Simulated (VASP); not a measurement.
# NaCl in VASP: further runs

NaCl is run at these levels: PBEsol; tasks: single point.

Program: VASP 6.6.1. These are calculated values, not measurements. Logs are shortened: lines on timing, memory, paths and dates and some standing lists are left out, and cuts for length are marked.

## 1. The cell of the first run

It takes space group Fm-3m (No. 225, cubic). Conventional cell: a = 5.602 Å, b = 5.602 Å, c = 5.602 Å, α = 90.00°, β = 90.00°, γ = 90.00°. Na (site symmetry m-3m) has 6 Cl at 2.80 Å within 3.7 Å. Cl (site symmetry m-3m) has 6 Na at 2.80 Å within 3.7 Å.

## 2. Single point, PBEsol

INCAR reads:

```
SYSTEM = NaCl
PREC     = Accurate       ! precision mode
ENCUT    = 520            ! plane-wave cutoff, eV
EDIFF    = 1E-6           ! SCF threshold, eV
ISMEAR   = 0              ! smearing method
SIGMA    = 0.01           ! smearing width, eV
LREAL    = .False.        ! projectors in reciprocal space
LASPH    = .True.         ! aspherical terms in the spheres
NELM     = 60             ! most SCF steps
ALGO     = Normal         ! electronic algorithm
ISIF     = 2              ! what is computed and relaxed
LWAVE    = .False.        ! write WAVECAR
LCHARG   = .False.        ! write CHGCAR
GGA      = PS             ! functional
NBANDS   = 14             ! bands
```

KPOINTS reads:

```
Automatic mesh
0
Gamma
  8 8 8
  0 0 0
```

POSCAR reads:

```
NaCl
1.0
    2.8009524961      2.8009524961      0.0000000000
   -2.8009524961      2.8009524961      0.0000000000
    0.0000000000      2.8009524961      2.8009524961
Na Cl
1 1
Direct
    0.0000000000      0.0000000000      0.0000000000
    0.5000000000      0.5000000000      0.0000000000
```

Potentials or basis: VASP PAW PBE potentials, release 64 (Na_pv, Cl).

Run with:

```bash
$ cat potpaw_PBE.64/Na_pv/POTCAR potpaw_PBE.64/Cl/POTCAR > POTCAR
$ mpirun -np 1 vasp_std > vasp.out
```

OUTCAR:

```text
SYSTEM = NaCl
   PREC = Accurate
   ENCUT = 520
   EDIFF = 1E-6
   ISMEAR = 0
   LREAL = .False.
   LASPH = .True.
   NELM = 60
   ISIF = 2
   GGA = PS

 ion  position               nearest neighbor table
   1  0.000  0.000  0.000-
   2  0.500  0.500  0.000-

  LATTYP: Found a face centered cubic cell.
 ALAT       =     5.6019049922

  Lattice vectors:

 A1 = (   0.0000000000,   2.8009524961,   2.8009524961)
 A2 = (   2.8009524961,   0.0000000000,   2.8009524961)
 A3 = (   2.8009524961,   2.8009524961,   0.0000000000)

Analysis of symmetry for initial positions (statically):
=====================================================================
 Subroutine PRICEL returns:
 Original cell was already a primitive cell.

 Routine SETGRP: Setting up the symmetry group for a
 face centered cubic supercell.

 Subroutine GETGRP returns: Found 48 space group operations
 (whereof 48 operations were pure point group operations)
 out of a pool of 48 trial point group operations.

The static configuration has the point symmetry O_h .

Analysis of symmetry for dynamics (positions and initial velocities):
=====================================================================
 Subroutine PRICEL returns:
 Original cell was already a primitive cell.

 Routine SETGRP: Setting up the symmetry group for a
 face centered cubic supercell.

 Subroutine GETGRP returns: Found 48 space group operations
 (whereof 48 operations were pure point group operations)
 out of a pool of 48 trial point group operations.

The dynamic configuration has the point symmetry O_h .

 Subroutine INISYM returns: Found 48 space group operations
 (whereof 48 operations are pure point group operations),
 and found     1 'primitive' translations

----------------------------------------------------------------------------------------

                                     Primitive cell

  volume of cell :      43.9488

  direct lattice vectors                    reciprocal lattice vectors
     2.800952496  2.800952496  0.000000000     0.178510703  0.178510703 -0.178510703
    -2.800952496  2.800952496  0.000000000    -0.178510703  0.178510703 -0.178510703
     0.000000000  2.800952496  2.800952496     0.000000000  0.000000000  0.357021407

  length of vectors
     3.961145008  3.961145008  3.961145008     0.309189608  0.309189608  0.357021407

  position of ions in fractional coordinates (direct lattice)
     0.000000000  0.000000000  0.000000000
     0.500000000  0.500000000  0.000000000

  ion indices of the primitive-cell ions
   primitive index   ion index
                 1           1
                 2           2

----------------------------------------------------------------------------------------

 KPOINTS: Automatic mesh

Automatic generation of k-mesh.
 Grid dimensions read from file:
 generate k-points for:    8    8    8

 Generating k-lattice:

  Cartesian coordinates                     Fractional coordinates (reciprocal lattice)
     0.022313838  0.022313838 -0.022313838     0.125000000  0.000000000  0.000000000
    -0.022313838  0.022313838 -0.022313838     0.000000000  0.125000000  0.000000000
     0.000000000  0.000000000  0.044627676     0.000000000  0.000000000  0.125000000

  Length of vectors
     0.038648701  0.038648701  0.044627676

  Shift w.r.t. Gamma in fractional coordinates (k-lattice)
     0.000000000  0.000000000  0.000000000

 Subroutine IBZKPT returns following result:
 ===========================================

 Found     29 irreducible k-points:

 Following reciprocal coordinates:
            Coordinates               Weight
  0.000000  0.000000  0.000000      1.000000
  0.125000  0.000000  0.000000      8.000000
  0.250000  0.000000  0.000000      8.000000
  0.375000  0.000000  0.000000      8.000000
  0.500000  0.000000  0.000000      4.000000
  0.125000  0.125000  0.000000     12.000000
[... 16 lines left out ...]
  0.375000  0.250000  0.125000     48.000000
  0.500000  0.250000  0.125000     24.000000
 [... further k-points ...]
   k-points           NKPTS =     29   k-points in BZ     NKDIM =     29   number of bands    NBANDS=     14
   number of dos      NEDOS =    301   number of ions     NIONS =      2
   total plane-waves  NPLWV =  27000
   dimension x,y,z NGX =    30 NGY =   30 NGZ =   30
   dimension x,y,z NGXF=    60 NGYF=   60 NGZF=   60
   ions per type =               1   1
   NGX,Y,Z   is equivalent  to a cutoff of  12.59, 12.59, 12.59 a.u.
   NGXF,Y,Z  is equivalent  to a cutoff of  25.18, 25.18, 25.18 a.u.
 SYSTEM =  NaCl
   PREC   = accura    normal or accurate (medium, high low for compatibility)
   ISTART =      0    job   : 0-new  1-cont  2-samecut
   ICHARG =      2    charge: 1-file 2-atom 10-const
   ISPIN  =      1    spin polarized calculation?
   LNONCOLLINEAR =      F non collinear calculations
   LSORBIT =      F    spin-orbit coupling
   LASPH  =      T    aspherical Exc in radial PAW
[... 27 lines left out ...]
   GGA     = PS    functional components
   LHFCALC =     F    Hartree Fock is set to
   AEXX    =    0.0000 exact exchange contribution
   IVDW    =     0    specifies the selected vdW correction
   LEPSILON=     F    determine dielectric tensor
   LRPA    =     F    only Hartree local field effects (RPA)
 non-spin polarized calculation
 Gauss-broadening in eV      SIGMA  =   0.01
  energy-cutoff  :      520.00
  volume of cell :       43.95
 maximum number of plane-waves:      1243
 NGX is ok and might be reduce to    30
   NGX = 15   NGY = 15   NGZ = 15

 number of electron      14.0000004 magnetization

 Free energy of the ion-electron system (eV)
  ---------------------------------------------------
  ext. energy  EPLUGINS =         0.00000000
  ---------------------------------------------------
  free energy    TOTEN  =        -6.99828343 eV

  energy without entropy =       -6.99828343  energy(sigma->0) =       -6.99828343

 E-fermi :  -0.5592     XC(G=0):  -8.4234

 val. band max:       -0.6664871307   @ k =   0.0000   0.0000   0.0000
 cond. band min:       4.3403260526   @ k =   0.0000   0.0000   0.0000
 fundamental gap:      5.0068131833
 Fermi energy:        -0.5592257611

 k-point     1 :       0.0000    0.0000    0.0000
  band No.  band energies     occupation
      1     -21.2802      2.00000
      2     -21.2802      2.00000
      3     -21.2802      2.00000
      4     -13.3580      2.00000
      5      -0.6665      2.00000
      6      -0.6665      2.00000
      7      -0.6665      2.00000
      8       4.3403      0.00000
      9      10.3503      0.00000
     10      10.3503      0.00000
     11      10.3504      0.00000
     12      12.5979      0.00000
     13      12.5979      0.00000
     14      14.0045      0.00000

 k-point     2 :       0.1250    0.0000    0.0000
  band No.  band energies     occupation
      1     -21.2852      2.00000
      2     -21.2805      2.00000
      3     -21.2805      2.00000
      4     -13.3068      2.00000
      5      -1.0600      2.00000
      6      -0.7099      2.00000
      7      -0.7099      2.00000
      8       4.8532      0.00000
      9       9.7847      0.00000
     10      10.5495      0.00000
     11      10.5495      0.00000
     12      12.3326      0.00000
     13      12.3326      0.00000
     14      14.9844      0.00000

 k-point     3 :       0.2500    0.0000    0.0000
  band No.  band energies     occupation
      1     -21.2972      2.00000
      2     -21.2814      2.00000
      3     -21.2814      2.00000
      4     -13.1797      2.00000
      5      -1.8300      2.00000
      6      -0.8113      2.00000
      7      -0.8113      2.00000
      8       5.8311      0.00000
      9       9.2370      0.00000
     10      10.6590      0.00000
     11      10.6590      0.00000
     12      12.5417      0.00000
     13      12.5417      0.00000
     14      14.9588      0.00000
[... 324 lines left out ...]
 k-point    23 :       0.3750    0.2500    0.1250
  band No.  band energies     occupation
      1     -21.3047      2.00000
      2     -21.2889      2.00000
      3     -21.2842      2.00000
      4     -12.9980      2.00000
      5      -2.2914      2.00000
      6      -1.3954      2.00000
      7      -1.0474      2.00000
      8       7.4096      0.00000
      9       8.8297      0.00000
     10       9.2083      0.00000
     11      11.2195      0.00000
     12      13.0370      0.00000
     13      15.4197      0.00000
     14      15.9396      0.00000

 k-point    24 :       0.5000    0.2500    0.1250
  band No.  band energies     occupation
      1     -21.3072      2.00000
      2     -21.2894      2.00000
      3     -21.2851      2.00000
      4     -12.9562      2.00000
      5      -2.4141      2.00000
      6      -1.4784      2.00000
      7      -1.1034      2.00000
      8       7.5307      0.00000
      9       8.8751      0.00000
     10       9.5118      0.00000
     11      11.0313      0.00000
     12      13.6606      0.00000
     13      14.9762      0.00000
     14      16.0566      0.00000

 [... further k-points ...]

------------------------ aborting loop because EDIFF is reached ----------------------------------------

  FORCE on cell =-STRESS in cart. coord.  units (eV):
  Direction    XX          YY          ZZ          XY          YZ          ZX
  --------------------------------------------------------------------------------------
  -------------------------------------------------------------------------------------
  Total        0.0062353      0.0062353      0.0062353      0.0000000      0.0000000     -0.0000000
  in kB        0.2273122      0.2273122      0.2273122      0.0000000      0.0000000     -0.0000000
  external PRESSURE =       0.2273122 kB  Pullay stress =       0.0000000 kB

 VOLUME and BASIS-vectors are now :
 -----------------------------------------------------------------------------
  energy-cutoff  :      520.00
  volume of cell :       43.95
      direct lattice vectors                 reciprocal lattice vectors
     2.800952496  2.800952496  0.000000000     0.178510703  0.178510703 -0.178510703
    -2.800952496  2.800952496  0.000000000    -0.178510703  0.178510703 -0.178510703
     0.000000000  2.800952496  2.800952496     0.000000000  0.000000000  0.357021407

 POSITION                                       TOTAL-FORCE (eV/Angst)
 -----------------------------------------------------------------------------------
      0.00000      0.00000      0.00000         0.000000      0.000000      0.000000
      0.00000      2.80095      0.00000        -0.000000     -0.000000      0.000000
 -----------------------------------------------------------------------------------
    total drift:                               -0.000000      0.000000      0.000000

  FREE ENERGIE OF THE ION-ELECTRON SYSTEM (eV)
  ---------------------------------------------------
  free  energy   TOTEN  =        -6.9982834283 eV

  energy  without entropy=       -6.9982834283  energy(sigma->0) =       -6.99828343
```

Run time: 22 s. Hardware: 1 thread of Intel Xeon 8259CL, shared host; peak memory 0.17 GiB.

What came out:

| Item | Value |
| --- | --- |
| Free energy | -6.9983 eV |
| Pressure | 0.0 GPa |
| Band gap on the k mesh | 5.01 eV |

Caveat: the PAW data sets were made with another functional, which shifts forces and pressure a little.

## 3. Single point, PBEsol (in-plane strain -0.02, then relaxed in part)

INCAR reads:

```
SYSTEM = NaCl
ALGO = Normal ; EDIFF = 1E-6
ENCUT = 520 ; GGA = PS
ISIF = 2 ; ISMEAR = 0
LASPH = .TRUE. ; LCHARG = .TRUE.
LELF = .TRUE. ; LREAL = .FALSE.
LVHAR = .TRUE. ; LWAVE = .FALSE.
NBANDS = 14 ; NELM = 100
PREC = Accurate ; SIGMA = 0.01
```

KPOINTS reads:

```
k-points
0
G
  8 8 8
  0 0 0
```

POSCAR reads:

```
NaCl
1.0
    2.7449334462      2.7449334462      0.0000000000
   -2.7449334462      2.7449334462      0.0000000000
    0.0000000000      2.7449334462      2.8251933446
Na Cl
1 1
Direct
    0.0000000000      0.0000000000      0.0000000000
    0.5000000000      0.5000000000      0.0000000000
```

Potentials or basis: VASP PAW PBE potentials, release 64 (Na_pv, Cl).

Run with:

```bash
$ cat potpaw_PBE.64/Na_pv/POTCAR potpaw_PBE.64/Cl/POTCAR > POTCAR
$ mpirun -np 1 vasp_std > vasp.out
```

It took 40 s on 1 thread of Intel Xeon 8259CL, shared host; peak memory 0.18 GiB.

The run converged. Its results:

* Free energy: -6.9902 eV
* Pressure: 1.0 GPa
* Band gap on the k mesh: 5.12 eV

Stress tensor (GPa, compression positive):
```
1.46 0.00 0.00
0.00 1.46 0.00
0.00 0.00 0.02
```

Levels at points of the mesh, in eV from the valence-band top:
```csv
k point,band 5,band 6,band 7,band 8,band 9,band 10
"(0.00, 0.00, 0.00)",-0.02,-0.02,0.00,5.12,10.89,11.11
"(0.50, 0.00, 0.00)",-2.15,-0.33,-0.29,7.15,10.83,10.91
"(0.50, 0.50, 0.00)",-1.85,-0.74,-0.65,7.57,7.79,11.58
"(0.00, 0.00, 0.50)",-1.87,-0.63,-0.63,7.58,7.90,11.30
```

Caveat: the cell differs from its parent crystal (in-plane strain -0.02, then relaxed in part); the PAW data sets were made with another functional, which shifts forces and pressure a little.

## 4. Single point, PBEsol (in-plane strain -0.02)

INCAR reads:

```
PREC = Accurate
ENCUT = 520
EDIFF = 1E-6
ISMEAR = 0
SIGMA = 0.01
LREAL = False
LASPH = True
NELM = 80
ALGO = Normal
ISIF = 2
LWAVE = False
LCHARG = True
GGA = PS
LELF = True
LVHAR = True
NBANDS = 14
```

KPOINTS reads:

```
regular mesh
0
Gamma
  8 8 8
```

POSCAR: that of step 3 with these lines changed.

```diff
@@ -4,3 +4,3 @@
    -2.7449334462      2.7449334462      0.0000000000
-    0.0000000000      2.7449334462      2.8251933446
+    0.0000000000      2.7449334462      2.8345639261
 Na Cl
```

Run with:

```bash
$ cat potpaw_PBE.64/Na_pv/POTCAR potpaw_PBE.64/Cl/POTCAR > POTCAR
$ mpirun -np 1 vasp_std > vasp.out
```

It took 53 s on 1 thread of Intel Xeon 8259CL, shared host; peak memory 0.18 GiB.

Results (log left out):

```yaml
Free_energy: -6.9902 eV
Pressure: 0.9 GPa
Band_gap_on_the_k_mesh: 5.10 eV
```

Stress tensor (GPa, compression positive):
```
 1.42  0.00  0.00
 0.00  1.42  0.00
 0.00  0.00 -0.15
```

Levels at points of the mesh, in eV from the valence-band top:
```tsv
k point	band 3	band 4	band 5	band 6	band 7	band 8	band 9	band 10	band 11	band 12
(0.00, 0.00, 0.00)	-20.57	-12.78	-0.02	-0.02	0.00	5.10	10.87	11.12	11.12	13.11
(0.50, 0.00, 0.00)	-20.58	-12.37	-2.14	-0.33	-0.29	7.14	10.81	10.88	11.14	15.14
(0.50, 0.50, 0.00)	-20.59	-12.31	-1.84	-0.75	-0.64	7.56	7.79	11.56	14.74	15.20
(0.00, 0.00, 0.50)	-20.58	-12.35	-1.87	-0.62	-0.62	7.58	7.91	11.26	15.19	15.19
```

Caveat: the cell differs from its parent crystal (in-plane strain -0.02); the PAW data sets were made with another functional, which shifts forces and pressure a little.

## 5. Single point, PBEsol (in-plane strain -0.01, then relaxed in part)

INCAR reads:

```
PREC     = Accurate       # precision mode
ENCUT    = 520            # plane-wave cutoff, eV
EDIFF    = 1E-7           # SCF threshold, eV
ISMEAR   = 0              # smearing method
SIGMA    = 0.01           # smearing width, eV
LREAL    = False          # projectors in reciprocal space
LASPH    = True           # aspherical terms in the spheres
NELM     = 80             # most SCF steps
ALGO     = Normal         # electronic algorithm
ISIF     = 2              # what is computed and relaxed
LWAVE    = False          # write WAVECAR
LCHARG   = False          # write CHGCAR
GGA      = PS             # functional
NBANDS   = 14             # bands
```

KPOINTS reads:

```
Automatic mesh
0
Gamma
  8 8 8
```

POSCAR reads:

```
NaCl
1.0
    2.7729429712      2.7729429712      0.0000000000
   -2.7729429712      2.7729429712      0.0000000000
    0.0000000000      2.7729429712      2.8155149406
Na Cl
1 1
Direct
    0.0000000000      0.0000000000      0.0000000000
    0.5000000000      0.5000000000      0.0000000000
```

Run with:

```bash
$ cat potpaw_PBE.64/Na_pv/POTCAR potpaw_PBE.64/Cl/POTCAR > POTCAR
$ mpirun -np 1 vasp_std > vasp.out
```

Run time: 45 s. Hardware: 1 thread of Intel Xeon 8259CL, shared host; peak memory 0.18 GiB.

It converged, with:

| Quantity | Value |
| --- | --- |
| Free energy | -6.9962 eV |
| Pressure | 0.4 GPa |
| Band gap on the k mesh | 5.06 eV |

Stress tensor (GPa, compression positive):
```
 0.68  0.00  0.00
 0.00  0.68  0.00
 0.00  0.00 -0.03
```

Levels at points of the mesh, in eV from the valence-band top:
| k point | band 5 | band 6 | band 7 | band 8 | band 9 | band 10 |
| --- | --- | --- | --- | --- | --- | --- |
| (0.00, 0.00, 0.00) | -0.01 | -0.01 | 0.00 | 5.06 | 10.95 | 11.06 |
| (0.50, 0.00, 0.00) | -2.09 | -0.31 | -0.29 | 7.13 | 10.77 | 10.86 |
| (0.50, 0.50, 0.00) | -1.80 | -0.69 | -0.64 | 7.53 | 7.83 | 11.42 |
| (0.00, 0.00, 0.50) | -1.81 | -0.63 | -0.63 | 7.53 | 7.89 | 11.27 |

Caveat: the cell differs from its parent crystal (in-plane strain -0.01, then relaxed in part); the PAW data sets were made with another functional, which shifts forces and pressure a little.

## 6. Single point, PBEsol (in-plane strain -0.01)

INCAR reads:

```
ALGO = Normal ; EDIFF = 1E-6
ENCUT = 520 ; GGA = PS
ISIF = 2 ; ISMEAR = 0
LASPH = True ; LCHARG = False
LREAL = False ; LWAVE = False
NBANDS = 14 ; NELM = 80
PREC = Accurate ; SIGMA = 0.01
```

KPOINTS reads:

```
k-points
0
Gamma
  8 8 8
```

POSCAR: that of step 5 with these lines changed.

```diff
@@ -4,3 +4,3 @@
    -2.7729429712      2.7729429712      0.0000000000
-    0.0000000000      2.7729429712      2.8155149406
+    0.0000000000      2.7729429712      2.8177582111
 Na Cl
```

Potentials or basis: VASP PAW PBE potentials, release 64 (Na_pv, Cl).

Run with:

```bash
$ cat potpaw_PBE.64/Na_pv/POTCAR potpaw_PBE.64/Cl/POTCAR > POTCAR
$ mpirun -np 1 vasp_std > vasp.out
```

Wall time 40 s (1 thread of Intel Xeon 8259CL, shared host); peak memory 0.18 GiB.

It converged, with:

```yaml
Free_energy: -6.9962 eV
Pressure: 0.4 GPa
Band_gap_on_the_k_mesh: 5.05 eV
```

Stress tensor (GPa, compression positive):
```
 0.67  0.00  0.00
 0.00  0.67  0.00
 0.00  0.00 -0.07
```

Levels at points of the mesh, in eV from the valence-band top:
```csv
k point,band 5,band 6,band 7,band 8,band 9,band 10
"(0.00, 0.00, 0.00)",-0.01,-0.01,0.00,5.05,10.94,11.07
"(0.50, 0.00, 0.00)",-2.09,-0.31,-0.29,7.13,10.77,10.86
"(0.50, 0.50, 0.00)",-1.80,-0.69,-0.64,7.52,7.83,11.42
"(0.00, 0.00, 0.50)",-1.81,-0.63,-0.63,7.53,7.89,11.26
```

Caveat: the cell differs from its parent crystal (in-plane strain -0.01); the PAW data sets were made with another functional, which shifts forces and pressure a little.

## 7. The runs side by side

```csv
cell,gap on the mesh (eV),pressure (GPa)
"a = 3.961 Å, angles 60.0, 60.0, 90.0°, 2 atoms",5.01,0.0
"a = 3.882, b = 3.882, c = 3.939 Å, angles 60.5, 60.5, 90.0°, 2 atoms",5.12,1.0
"a = 3.882, b = 3.882, c = 3.946 Å, angles 60.5, 60.5, 90.0°, 2 atoms",5.10,0.9
"a = 3.922, b = 3.922, c = 3.952 Å, angles 60.3, 60.3, 90.0°, 2 atoms",5.06,0.4
"a = 3.922, b = 3.922, c = 3.953 Å, angles 60.3, 60.3, 90.0°, 2 atoms",5.05,0.4
```

Alike in all rows: task single point; level PBEsol; potentials or basis VASP PAW PBE potentials, release 64 (Na_pv, Cl); no spin polarisation; k mesh 8 × 8 × 8; cutoff (eV) 520; smearing gaussian 0.01 eV.

Caveats: the PAW data sets were made with another functional, which shifts forces and pressure a little.

Absolute energies hang on the potentials; compare differences alone.
